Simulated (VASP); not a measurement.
# Ca (I4/mmm) in VASP: further runs, part 2 of 2

VASP 6.6.1. Earlier steps stand in the parts before.

## 4. Single point, PBEsol (strain -0.030 along x and y, +0.030 along z)

INCAR reads:

```
PREC = Accurate
ENCUT = 520
EDIFF = 1E-7
ISMEAR = 0
SIGMA = 0.15
LREAL = False
LASPH = True
NELM = 100
ALGO = Fast
ISIF = 2
LWAVE = False
LCHARG = False
GGA = PS
NBANDS = 11
```

KPOINTS reads:

```
Automatic mesh
0
Gamma
  14 14 14
```

POSCAR reads:

```
Ca
1.0
    0.0000000000      2.7103740000      2.8780260000
    2.7103740000      0.0000000000      2.8780260000
    2.7103740000      2.7103740000      0.0000000000
Ca
1
Direct
    0.0000000000      0.0000000000      0.0000000000
```

Potentials or basis: VASP PAW PBE potentials, release 64 (Ca_sv).

The run is started by

```sh
cat potpaw_PBE.64/Ca_sv/POTCAR > POTCAR
mpirun -np 1 vasp_std > vasp.out
```

OUTCAR:

```text
PREC = Accurate
   ENCUT = 520
   EDIFF = 1E-7
   ISMEAR = 0
   LREAL = False
   LASPH = True
   NELM = 100
   ISIF = 2
   GGA = PS

 ion  position               nearest neighbor table
   1  0.000  0.000  0.000-

  LATTYP: Found a body centered tetragonal cell.
 ALAT       =     3.8330476699
 C/A-ratio  =     1.5016906899

  Lattice vectors:

 A1 = (  -2.7103740000,   0.0000000000,   2.8780260000)
 A2 = (   2.7103740000,   0.0000000000,   2.8780260000)
 A3 = (   0.0000000000,   2.7103740000,  -2.8780260000)

Analysis of symmetry for initial positions (statically):
=====================================================================
 Subroutine PRICEL returns:
 Original cell was already a primitive cell.

 Routine SETGRP: Setting up the symmetry group for a
 body centered tetragonal supercell.

 Subroutine GETGRP returns: Found 16 space group operations
 (whereof 16 operations were pure point group operations)
 out of a pool of 16 trial point group operations.

The static configuration has the point symmetry D_4h.

Analysis of symmetry for dynamics (positions and initial velocities):
=====================================================================
 Subroutine PRICEL returns:
 Original cell was already a primitive cell.

 Routine SETGRP: Setting up the symmetry group for a
 body centered tetragonal supercell.

 Subroutine GETGRP returns: Found 16 space group operations
 (whereof 16 operations were pure point group operations)
 out of a pool of 16 trial point group operations.

The dynamic configuration has the point symmetry D_4h.

 Subroutine INISYM returns: Found 16 space group operations
 (whereof 16 operations are pure point group operations),
 and found     1 'primitive' translations

----------------------------------------------------------------------------------------

                                     Primitive cell

  volume of cell :      42.2847

  direct lattice vectors                    reciprocal lattice vectors
[... 108 lines left out ...]
  Thomas-Fermi vector in A             =   2.145495
   LORBIT       =      0    0 simple, 1 ext, 2 COOP (PROOUT), +10 PAW based schemes
   GGA     = PS    functional components
   LHFCALC =     F    Hartree Fock is set to
   AEXX    =    0.0000 exact exchange contribution
   IVDW    =     0    specifies the selected vdW correction
   LEPSILON=     F    determine dielectric tensor
   LRPA    =     F    only Hartree local field effects (RPA)
 non-spin polarized calculation
 RMM-DIIS sequential band-by-band and
 Gauss-broadening in eV      SIGMA  =   0.15
  energy-cutoff  :      520.00
  volume of cell :       42.28
 maximum number of plane-waves:      1156
 NGX is ok and might be reduce to    30
   NGX = 15   NGY = 15   NGZ = 15

 number of electron      10.0000000 magnetization

 number of electron       9.9999999 magnetization

 Free energy of the ion-electron system (eV)
  ---------------------------------------------------
  ext. energy  EPLUGINS =         0.00000000
  ---------------------------------------------------
  free energy    TOTEN  =        -2.13524523 eV

  energy without entropy =       -2.12001091  energy(sigma->0) =       -2.12762807

 E-fermi :   1.8819     XC(G=0):  -7.8037

 val. band max:        1.8701855817   @ k =  -0.3571   0.0000   0.3571
 cond. band min:       1.8902227374   @ k =  -0.2857   0.3571   0.2857
 fundamental gap:      0.0200371558
 Fermi energy:         1.8818911637

 k-point     1 :       0.0000    0.0000    0.0000
  band No.  band energies     occupation
      1     -39.9650      2.00000
      2     -20.9607      2.00000
      3     -20.9551      2.00000
      4     -20.9551      2.00000
      5      -2.1469      2.00000
      6       4.0276      0.00000
      7       4.3094      0.00000
      8       4.3094      0.00000
      9       5.0816      0.00000
     10       5.4529      0.00000
     11      11.0339      0.00000
[... 309 lines left out ...]
 k-point    24 :       0.2857    0.1429    0.0000
  band No.  band energies     occupation
      1     -39.9575      2.00000
      2     -21.0240      2.00000
      3     -20.9756      2.00000
      4     -20.9703      2.00000
      5      -0.9972      2.00000
      6       3.2459      0.00000
      7       4.0138      0.00000
      8       4.6689      0.00000
      9       4.9797      0.00000
     10       5.6470      0.00000
     11       9.6789      0.00000

 [... further k-points ...]
[... 5 lines left out ...]
  --------------------------------------------------------------------------------------
  -------------------------------------------------------------------------------------
  Total       -0.1278111     -0.1278111     -0.2923316      0.0000000      0.0000000      0.0000000
  in kB       -4.8427948     -4.8427948    -11.0765146      0.0000000      0.0000000      0.0000000
  external PRESSURE =      -6.9207014 kB  Pullay stress =       0.0000000 kB

 VOLUME and BASIS-vectors are now :
 -----------------------------------------------------------------------------
  energy-cutoff  :      520.00
  volume of cell :       42.28
      direct lattice vectors                 reciprocal lattice vectors
     0.000000000  2.710374000  2.878026000    -0.184476386  0.184476386  0.173730189
     2.710374000  0.000000000  2.878026000     0.184476386 -0.184476386  0.173730189
     2.710374000  2.710374000  0.000000000     0.184476386  0.184476386 -0.173730189

 POSITION                                       TOTAL-FORCE (eV/Angst)
 -----------------------------------------------------------------------------------
      0.00000      0.00000      0.00000         0.000000      0.000000      0.000000
 -----------------------------------------------------------------------------------
    total drift:                               -0.000000     -0.000000      0.000000

  FREE ENERGIE OF THE ION-ELECTRON SYSTEM (eV)
  ---------------------------------------------------
  free  energy   TOTEN  =        -2.1352452344 eV

  energy  without entropy=       -2.1200109058  energy(sigma->0) =       -2.12762807
```

stdout:

```text
POSCAR found type information on POSCAR Ca
 POSCAR found :  1 types and       1 ions
 scaLAPACK will be used
 -----------------------------------------------------------------------------
|                                                                             |
|                                                                             |
|     You enforced a specific xc type in the INCAR file but a different       |
|     I HOPE YOU KNOW WHAT YOU ARE DOING!                                     |
|                                                                             |
 -----------------------------------------------------------------------------

 LDA part: xc-table for (Slater+PW92), standard interpolation
 POSCAR, INCAR and KPOINTS ok, starting setup
 FFT: planning ... GRIDC
 FFT: planning ... GRID_SOFT
 FFT: planning ... GRID
 WAVECAR not read
 entering main loop
WARNING in EDDRMM: call to ZHEGV failed, returncode =   6  3     10
WARNING in EDDRMM: call to ZHEGV failed, returncode =   8  4      9
WARNING in EDDRMM: call to ZHEGV failed, returncode =   8  4      8
WARNING in EDDRMM: call to ZHEGV failed, returncode =   6  3      7
WARNING in EDDRMM: call to ZHEGV failed, returncode =   6  3      8
WARNING in EDDRMM: call to ZHEGV failed, returncode =   8  4     11
WARNING in EDDRMM: call to ZHEGV failed, returncode =   6  3      5
WARNING in EDDRMM: call to ZHEGV failed, returncode =   8  4      8
WARNING in EDDRMM: call to ZHEGV failed, returncode =   8  4      9
WARNING in EDDRMM: call to ZHEGV failed, returncode =   8  4     11
```

Run time: 2.6 min. Hardware: 1 thread of Intel Xeon Platinum 8259CL at 2.50GHz (Skylake/Cascade Lake), shared host; peak memory 0.25 GiB.

What came out:

| Quantity | Value |
| --- | --- |
| Free energy | -2.1352 eV |
| Pressure | -0.7 GPa |
| Band gap on the k mesh | zero (band 5 reaches 2.07 eV, above the bottom of band 6 at 1.73 eV) |

Stress tensor (GPa, compression positive):
```
-0.48  0.00  0.00
 0.00 -0.48  0.00
 0.00  0.00 -1.11
```

Levels at points of the mesh, in eV from the Fermi level:
| k point | band 1 | band 2 | band 3 | band 4 | band 5 | band 6 | band 7 | band 8 | band 9 | band 10 |
| --- | --- | --- | --- | --- | --- | --- | --- | --- | --- | --- |
| (0.00, 0.00, 0.00) | -41.85 | -22.84 | -22.84 | -22.84 | -4.03 | 2.15 | 2.43 | 2.43 | 3.20 | 3.57 |
| (0.50, 0.00, 0.00) | -41.83 | -22.98 | -22.87 | -22.85 | -1.00 | -0.15 | 2.05 | 2.38 | 4.03 | 4.14 |
| (0.50, 0.50, 0.00) | -41.83 | -22.97 | -22.88 | -22.88 | -0.59 | 0.59 | 0.65 | 4.11 | 4.26 | 4.26 |
| (0.50, 0.00, 0.50) | -41.83 | -22.97 | -22.90 | -22.89 | -0.40 | 0.54 | 1.16 | 4.04 | 4.15 | 4.39 |

Caveat: the cell differs from its parent crystal (strain -0.030 along x and y, +0.030 along z); the PAW data sets were made with another functional, which shifts forces and pressure a little.

## 5. The runs side by side

```csv
cell,gap on the mesh (eV),pressure (GPa)
"a = 3.893, b = 3.893, c = 3.833 Å, angles 60.5, 60.5, 59.0°, 1 atom",none,-0.2
"a = 3.923, b = 3.923, c = 3.833 Å, angles 60.8, 60.8, 58.5°, 1 atom",none,-0.5
"a = 3.953, b = 3.953, c = 3.833 Å, angles 61.0, 61.0, 58.0°, 1 atom",none,-0.7
```

Alike in all rows: task single point; level PBEsol; potentials or basis VASP PAW PBE potentials, release 64 (Ca_sv); no spin polarisation; k mesh 14 × 14 × 14; cutoff (eV) 520; smearing gaussian 0.15 eV.

Caveats: the PAW data sets were made with another functional, which shifts forces and pressure a little.

Total energies depend on the potentials used, so only differences within one code and one set of settings carry meaning.
